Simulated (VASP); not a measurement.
# SrTiO3 (a cell with a defect) in VASP: relaxation of the atoms with PBEsol

Aim: the relaxation of the atoms of SrTiO3 (a cell with a defect) with PBEsol.

Everything below comes from runs of VASP 6.6.1. Logs are shortened: lines on timing, memory, paths and dates and some standing lists are left out, and cuts for length are marked.

**1. The cell of the first run**

The cell holds a defect, 40 atoms: a = 7.783 Å, b = 7.783 Å, c = 7.783 Å, α = 90.00°, β = 90.00°, γ = 90.00°.

**2. Relaxation of the atoms, PBEsol**

INCAR reads:

```
PREC = Accurate
ENCUT = 520
EDIFF = 1E-7
ISMEAR = -1
SIGMA = 0.05
LREAL = Auto
LASPH = True
NELM = 120
ALGO = Normal
ISIF = 2
LWAVE = False
LCHARG = False
GGA = PS
IBRION = 2
NSW = 100
EDIFFG = -0.03
ISYM = -1
GGA_COMPAT = False
NELMIN = 4
```

KPOINTS reads:

```
explicit points
1
Reciprocal
  0.25000000   0.25000000   0.25000000 1
```

POSCAR reads:

```
SrTiO3
1.0
    7.7828210000      0.0000000000      0.0000000000
    0.0000000000      7.7828210000      0.0000000000
    0.0000000000      0.0000000000      7.7828210000
Sr O Ti
8 24 8
Direct
    0.0024720000      0.9993240000      0.0005480000
    0.0041760000      0.5024940000      0.9993700000
    0.9979080000      0.4947140000      0.5063110000
    0.4997170000      0.9983120000      0.0008140000
    0.5019270000      0.9972990000      0.4997920000
    0.4983020000      0.4957720000      0.9999350000
    0.4993910000      0.5039400000      0.5062050000
    0.2528590000      0.2514090000      0.5034950000
    0.0028460000      0.9947500000      0.4988830000
    0.2475880000      0.2482620000      0.0006890000
    0.2489690000      0.7506150000      0.0002010000
    0.2490190000      0.7506940000      0.5027060000
    0.7514950000      0.2491370000      0.0020430000
    0.7508070000      0.2501760000      0.5046960000
    0.7542610000      0.7544960000      0.9988250000
    0.7520730000      0.7482680000      0.4990600000
    0.9969040000      0.2486210000      0.2507150000
    0.9990580000      0.2461670000      0.7479450000
    0.0037370000      0.7511870000      0.2473710000
    0.0035600000      0.7531390000      0.7472380000
    0.5024660000      0.2482270000      0.2498810000
    0.5001370000      0.2528800000      0.7486070000
    0.5031290000      0.7460250000      0.2490320000
    0.5038160000      0.7505730000      0.7472400000
    0.2527060000      0.0014320000      0.2484720000
    0.2495740000      0.9999110000      0.7515990000
    0.2521940000      0.4995370000      0.2501900000
    0.2510540000      0.4971070000      0.7472250000
    0.7499610000      0.0019700000      0.2519650000
    0.7482100000      0.0030540000      0.7481720000
    0.7519530000      0.5011570000      0.2476520000
    0.7543420000      0.5037910000      0.7478160000
    0.2495550000      0.2474150000      0.2485250000
    0.2521110000      0.2485560000      0.7564290000
    0.2509950000      0.7520500000      0.2441600000
    0.2523710000      0.7490520000      0.7469660000
    0.7474190000      0.2500870000      0.2524650000
    0.7474950000      0.2510660000      0.7494090000
    0.7476430000      0.7505590000      0.2481620000
    0.7486070000      0.7571190000      0.7510120000
```

Potentials or basis: VASP PAW PBE potentials, release 64 (Sr_sv, O, Ti_sv).

Command:

```
> cat potpaw_PBE.64/Sr_sv/POTCAR potpaw_PBE.64/O/POTCAR potpaw_PBE.64/Ti_sv/POTCAR > POTCAR
> mpirun -np 1 vasp_std > vasp.out
```

OUTCAR:

```text
PREC = Accurate
   ENCUT = 520
   EDIFF = 1E-7
   ISMEAR = -1
   LREAL = Auto
   LASPH = True
   NELM = 120
   ISIF = 2
   GGA = PS
   IBRION = 2
   NSW = 100
   EDIFFG = -0.03
   ISYM = -1
   NELMIN = 4

 ion  position               nearest neighbor table
   1  0.002  0.999  0.001-  15 2.71  10 2.72  19 2.72  11 2.73  26 2.73  25 2.74  18 2.75  17 2.75
                            20 2.75  13 2.76  29 2.77  30 2.79  35 3.32  34 3.34  33 3.34  40 3.35
   2  0.004  0.502  0.999-  11 2.71  19 2.73  10 2.74  27 2.75  28 2.75  31 2.75  32 2.76  15 2.76
                            20 2.77  17 2.78  13 2.78  18 2.79  35 3.33  34 3.35  36 3.36  33 3.37
   3  0.998  0.495  0.506-  32 2.67  18 2.70  14 2.71  28 2.72   8 2.74  16 2.75  20 2.75  17 2.76
                            31 2.78  12 2.79  27 2.81  19 2.84  38 3.31  37 3.37  36 3.37  34 3.37
   4  0.500  0.998  0.001-  25 2.72  11 2.74  15 2.74  21 2.75  26 2.75  23 2.75  30 2.76  24 2.76
                            29 2.76  10 2.76  13 2.77  22 2.79  35 3.32  40 3.33  34 3.34  39 3.34
   5  0.502  0.997  0.500-  24 2.72  30 2.72  29 2.73  16 2.75  12 2.75  25 2.75  21 2.76  14 2.76
                            23 2.76   8 2.77  26 2.77  22 2.78  40 3.32  39 3.34  36 3.35  37 3.35
   6  0.498  0.496  1.000-  22 2.72  27 2.73  21 2.74  10 2.74  23 2.75  13 2.75  28 2.75  31 2.76
                            11 2.77  24 2.79  32 2.80  15 2.83  34 3.31  38 3.35  33 3.35  37 3.36
   7  0.499  0.504  0.506-  24 2.68  28 2.69  22 2.72  32 2.73  12 2.74  16 2.74   8 2.75  23 2.75
                            27 2.77  14 2.78  31 2.81  21 2.82  36 3.29  38 3.34  40 3.36  34 3.38
   8  0.253  0.251  0.503-  34 1.97  33 1.98  28 2.69  22 2.71  18 2.74   3 2.74   7 2.75  26 2.75
                            27 2.76   5 2.77  21 2.77  25 2.78   9 2.79  17 2.80   6 4.71   2 4.74
   9  0.003  0.995  0.499-   8 2.79
  10  0.248  0.248  0.001-  34 1.90  33 1.93   1 2.72   2 2.74   6 2.74   4 2.76
  11  0.249  0.751  0.000-  35 1.90  36 1.97   2 2.71   1 2.73   4 2.74   6 2.77
  12  0.249  0.751  0.503-  36 1.90  35 2.01   7 2.74   5 2.75   3 2.79
  13  0.751  0.249  0.002-  37 1.95  38 1.97   6 2.75   1 2.76   4 2.77   2 2.78
  14  0.751  0.250  0.505-  38 1.90  37 1.96   3 2.71   5 2.76   7 2.78
  15  0.754  0.754  0.999-  40 1.93  39 1.94   1 2.71   4 2.74   2 2.76   6 2.83
  16  0.752  0.748  0.499-  39 1.95  40 1.96   7 2.74   5 2.75   3 2.75
  17  0.997  0.249  0.251-  37 1.94  33 1.97   1 2.75   3 2.76   2 2.78   8 2.80
  18  0.999  0.246  0.748-  38 1.96  34 1.97   3 2.70   8 2.74   1 2.75   2 2.79
  19  0.004  0.751  0.247-  35 1.92  39 1.99   1 2.72   2 2.73   3 2.84
  20  0.004  0.753  0.747-  36 1.94  40 1.98   1 2.75   3 2.75   2 2.77
  21  0.502  0.248  0.250-  37 1.91  33 1.97   6 2.74   4 2.75   5 2.76   8 2.77   7 2.82
  22  0.500  0.253  0.749-  38 1.93  34 1.93   8 2.71   7 2.72   6 2.72   5 2.78   4 2.79
  23  0.503  0.746  0.249-  39 1.90  35 1.96   6 2.75   7 2.75   4 2.75   5 2.76
  24  0.504  0.751  0.747-  40 1.91  36 1.96   7 2.68   5 2.72   4 2.76   6 2.79
  25  0.253  0.001  0.248-  33 1.91  35 1.94   4 2.72   1 2.74   5 2.75   8 2.78
  26  0.250  1.000  0.752-  34 1.94  36 1.95   1 2.73   4 2.75   8 2.75   5 2.77
[... 10 lines left out ...]
  35  0.251  0.752  0.244-  11 1.90  19 1.92  25 1.94  23 1.96  27 1.97  12 2.01   4 3.32   1 3.32
                             2 3.33   6 3.36   5 3.38   7 3.41   3 3.47
  36  0.252  0.749  0.747-  12 1.90  20 1.94  26 1.95  24 1.96  28 1.96  11 1.97   7 3.29   5 3.35
                             2 3.36   3 3.37   4 3.37   6 3.38   1 3.39
  37  0.747  0.250  0.252-  21 1.91  29 1.93  17 1.94  13 1.95  31 1.95  14 1.96   5 3.35   6 3.36
                             3 3.37   4 3.38   7 3.40   1 3.40   2 3.43
  38  0.747  0.251  0.749-  14 1.90  22 1.93  30 1.93  18 1.96  13 1.97  32 1.97   3 3.31   7 3.34
                             6 3.35   5 3.37   4 3.38   1 3.41   2 3.41
  39  0.748  0.751  0.248-  23 1.90  31 1.94  15 1.94  16 1.95  29 1.96  19 1.99   4 3.34   5 3.34
                             1 3.38   6 3.38   7 3.38   2 3.39   3 3.43
  40  0.749  0.757  0.751-  24 1.91  30 1.91  15 1.93  16 1.96  32 1.97  20 1.98   5 3.32   4 3.33
                             1 3.35   7 3.36   3 3.40   2 3.41   6 3.42

 -----------------------------------------------------------------------------
|                                                                             |
|           W    W    AA    RRRRR   N    N  II  N    N   GGGG   !!!           |
|           W    W   A  A   R    R  NN   N  II  NN   N  G    G  !!!           |
|           W    W  A    A  R    R  N N  N  II  N N  N  G       !!!           |
|           W WW W  AAAAAA  RRRRR   N  N N  II  N  N N  G  GGG   !            |
|           WW  WW  A    A  R   R   N   NN  II  N   NN  G    G                |
|           W    W  A    A  R    R  N    N  II  N    N   GGGG   !!!           |
|                                                                             |
|     The distance between some ions is very small. Please check the          |
|     nearest-neighbor list in the OUTCAR file.                               |
|     I HOPE YOU KNOW WHAT YOU ARE DOING!                                     |
|                                                                             |
 -----------------------------------------------------------------------------

IMPORTANT INFORMATION: All symmetrisations will be switched off!
NOSYMM: (Re-)initialisation of all symmetry stuff for point group C_1.

[... 119 lines left out ...]
   PREC   = accura    normal or accurate (medium, high low for compatibility)
   ISTART =      0    job   : 0-new  1-cont  2-samecut
   ICHARG =      2    charge: 1-file 2-atom 10-const
   ISPIN  =      1    spin polarized calculation?
   LNONCOLLINEAR =      F non collinear calculations
   LSORBIT =      F    spin-orbit coupling
   LASPH  =      T    aspherical Exc in radial PAW
   ENCUT  =  520.0 eV  38.22 Ry    6.18 a.u.  14.47 14.47 14.47*2*pi/ulx,y,z
   NELM   =    120;   NELMIN=  4; NELMDL= -5     # of ELM steps
   EDIFF  = 0.1E-06   stopping-criterion for ELM
   LREAL  =      T    real-space projection
   EDIFFG = -.3E-01   stopping-criterion for IOM
   NSW    =    100    number of steps for IOM
   IBRION =      2    ionic relax: 0-MD 1-quasi-New 2-CG
   NFREE  =      1    steps in history (QN), initial steepest desc. (CG)
   ISIF   =      2    stress and relaxation
   ISYM   =     -1    0-nonsym 1-usesym 2-fastsym
   POTIM  = 0.5000    time-step for ionic-motion
   TEBEG  =    0.0;   TEEND  =   0.0 temperature during run
   PSTRESS=    0.0 pullay stress
   NELECT =     320.0000    total number of electrons
   NUPDOWN=      -1.0000    fix difference up-down
   EMIN   =  10.00;   EMAX   =-10.00  energy-range for DOS
   EFERMI =   0.00;   METHOD = LEGACY
   ISMEAR =    -1;   SIGMA  =   0.05  broadening in eV -4-tet -1-fermi 0-gaus
   EFERMI_NEDOS =   21; number of points for ismear=-14 and -15
   IALGO  =     38    algorithm
   IMIX   =      4    mixing-type and parameters
     AMIX     =   0.40;   BMIX     =  1.00
     AMIX_MAG =   1.60;   BMIX_MAG =  1.00
  volume/ion in A,a.u.               =      11.79        79.53
  Fermi-wavevector in a.u.,A,eV,Ry     =   1.438758  2.718859 28.164398  2.070025
  Thomas-Fermi vector in A             =   2.557689
   LORBIT       =      0    0 simple, 1 ext, 2 COOP (PROOUT), +10 PAW based schemes
   GGA     = PS    functional components
   LHFCALC =     F    Hartree Fock is set to
   AEXX    =    0.0000 exact exchange contribution
   IVDW    =     0    specifies the selected vdW correction
   LEPSILON=     F    determine dielectric tensor
   LRPA    =     F    only Hartree local field effects (RPA)
 conjugate gradient relaxation of ions
 non-spin polarized calculation
  energy-cutoff  :      520.00
  volume of cell :      471.42
 maximum number of plane-waves:     12704
 NGX is ok and might be reduce to    60
   NGX = 29   NGY = 29   NGZ = 29

--------------------------------------- Ionic step        1  -------------------------------------------

 number of electron     320.0000021 magnetization

 Free energy of the ion-electron system (eV)
  ---------------------------------------------------
  ext. energy  EPLUGINS =         0.00000000
  ---------------------------------------------------
  free energy    TOTEN  =      -310.12143044 eV

  energy without entropy =     -309.88281961  energy(sigma->0) =     -310.00212503

------------------------ aborting loop because EDIFF is reached ----------------------------------------

  FORCE on cell =-STRESS in cart. coord.  units (eV):
  Direction    XX          YY          ZZ          XY          YZ          ZX
  --------------------------------------------------------------------------------------
  -------------------------------------------------------------------------------------
  Total        8.2127009      7.7683101     43.8512380     -8.0685692     -2.2015979     -2.2573203
  in kB       27.9116470     26.4013425    149.0326126    -27.4218016     -7.4823403     -7.6717182
  external PRESSURE =      67.7818673 kB  Pullay stress =       0.0000000 kB
[... 203 lines left out ...]
  FREE ENERGIE OF THE ION-ELECTRON SYSTEM (eV)
  ---------------------------------------------------
  free  energy   TOTEN  =      -314.1705675848 eV

  energy  without entropy=     -313.9725138388  energy(sigma->0) =     -314.07154071

[... ionic steps 4 to 89 ...]

--------------------------------------- Ionic step       90  -------------------------------------------

 number of electron     319.9999994 magnetization

------------------------ aborting loop because EDIFF is reached ----------------------------------------
[... 143 lines left out ...]
--------------------------------------- Ionic step       92  -------------------------------------------

 number of electron     319.9999992 magnetization

 Free energy of the ion-electron system (eV)
  ---------------------------------------------------
  ext. energy  EPLUGINS =         0.00000000
  ---------------------------------------------------
  free energy    TOTEN  =      -330.23159598 eV

  energy without entropy =     -330.23158834  energy(sigma->0) =     -330.23159216

 E-fermi :   5.5697     XC(G=0): -11.5604

 val. band max:        4.9295565328   @ k =   0.2500   0.2500   0.2500
 cond. band min:       6.2110859103   @ k =   0.2500   0.2500   0.2500
 fundamental gap:      1.2815293775
 Fermi energy:         5.5696758126

 k-point     1 :       0.2500    0.2500    0.2500
  band No.  band energies     occupation
      1     -52.3799      2.00000
      2     -52.3764      2.00000
      3     -52.3369      2.00000
      4     -52.3354      2.00000
      5     -51.8847      2.00000
      6     -51.8794      2.00000
[... 164 lines left out ...]
    171       7.5379      0.00000
    172       7.6022      0.00000
 [bands above 172 left out]

------------------------ aborting loop because EDIFF is reached ----------------------------------------

  FORCE on cell =-STRESS in cart. coord.  units (eV):
  Direction    XX          YY          ZZ          XY          YZ          ZX
  --------------------------------------------------------------------------------------
  -------------------------------------------------------------------------------------
  Total       16.5951434      9.5480251     10.6550766     -1.4927467     -1.7599464     -0.8521572
  in kB       56.4001769     32.4498735     36.2122934     -5.0732420     -5.9813458     -2.8961374
  external PRESSURE =      41.6874480 kB  Pullay stress =       0.0000000 kB
[... 55 lines left out ...]
  FREE ENERGIE OF THE ION-ELECTRON SYSTEM (eV)
  ---------------------------------------------------
  free  energy   TOTEN  =      -330.2315959793 eV

  energy  without entropy=     -330.2315883420  energy(sigma->0) =     -330.23159216

 reached required accuracy - stopping structural energy minimisation
```

Run time: 3.2 h. Hardware: 1 thread of Intel Xeon 6975P-C (Granite Rapids), shared host; peak memory 0.6 GiB.

Results:

```yaml
Free_energy: -330.2316 eV
Pressure_after_relaxing: 4.2 GPa
Largest_force_after_relaxing: 0.028 eV/Å
Band_gap_on_the_k_mesh: 1.28 eV
```

Forces in eV/Å, atoms in the order of the input:
```
Sr   0.006  0.003  0.000
Sr  -0.001 -0.003  0.001
Sr  -0.012 -0.011  0.004
Sr  -0.010  0.007  0.001
Sr  -0.017  0.011  0.000
Sr   0.006  0.009  0.003
Sr  -0.002 -0.009  0.001
Sr   0.007 -0.012  0.001
O    0.014 -0.001  0.008
O   -0.003  0.009 -0.020
O    0.002 -0.001  0.000
O    0.013 -0.006  0.004
O    0.002 -0.001 -0.001
O    0.000 -0.009 -0.010
O    0.004 -0.013 -0.004
O    0.012  0.004  0.011
O    0.002 -0.005  0.017
O    0.009 -0.007 -0.024
O   -0.001  0.002  0.004
O    0.002  0.001 -0.006
O    0.007  0.007 -0.019
O   -0.002  0.005  0.009
O   -0.005 -0.009 -0.004
O    0.009 -0.007  0.001
O   -0.003  0.001 -0.003
O    0.002 -0.001 -0.004
O    0.009  0.022 -0.009
O    0.007  0.004  0.004
O   -0.005 -0.001  0.015
O    0.000  0.008 -0.015
O   -0.010 -0.009  0.014
O   -0.009  0.000 -0.014
Ti  -0.006  0.011 -0.009
Ti  -0.002  0.014  0.020
Ti   0.018  0.010  0.010
Ti   0.007  0.001 -0.003
Ti  -0.011 -0.005  0.008
Ti  -0.004 -0.020  0.019
Ti  -0.026  0.005 -0.008
Ti  -0.010 -0.006 -0.001
```

Final structure:
```xyz
40
Lattice="7.7828 0.0000 0.0000 0.0000 7.7828 0.0000 0.0000 0.0000 7.7828" Properties=species:S:1:pos:R:3 pbc="T T T"
Sr    7.7238    7.6951    7.7707
Sr    7.7297    4.1740    0.0021
Sr    0.1349    3.8905    3.8952
Sr    4.1325    7.6904    7.7736
Sr    3.9146    0.1480    3.8770
Sr    4.1551    4.1858    0.0060
Sr    3.9537    3.8953    3.9107
Sr    0.1758    0.1656    3.8683
O     6.9974    5.9355    3.8969
O     2.1241    2.2515    0.0023
O     2.0494    5.7505    0.0018
O     2.0440    6.0164    3.8954
O     5.9045    2.0215    0.0058
O     5.9777    2.0590    3.8969
O     5.9365    5.9610    0.0105
O     4.8939    5.9238    3.8833
O     0.1553    2.0549    2.0206
O     0.1407    2.0216    5.7759
O     0.1627    5.9570    1.7566
O     0.1589    5.9257    6.0428
O     3.9581    2.0517    2.0921
O     3.9422    2.0189    5.6897
O     3.9322    5.9617    1.7505
O     3.9324    5.9251    6.0187
O     2.0553    0.1978    2.0333
O     2.0399    0.1671    5.7795
O     2.0554    3.9030    2.2311
O     2.0346    3.8728    5.5441
O     5.9483    0.1125    2.0386
O     5.9330    0.0948    5.7530
O     5.9473    3.9920    2.0061
O     5.9367    3.9807    5.7867
Ti    2.0470    2.0624    1.7758
Ti    2.0587    2.0575    6.0088
Ti    2.0515    5.8961    1.9597
Ti    2.0391    5.9245    5.8139
Ti    5.9204    2.0320    1.9607
Ti    5.9469    2.0352    5.7957
Ti    5.9514    5.9288    2.2151
Ti    5.9333    5.9387    5.5594
```

Caveat: the PAW data sets were made with another functional, which shifts forces and pressure a little.
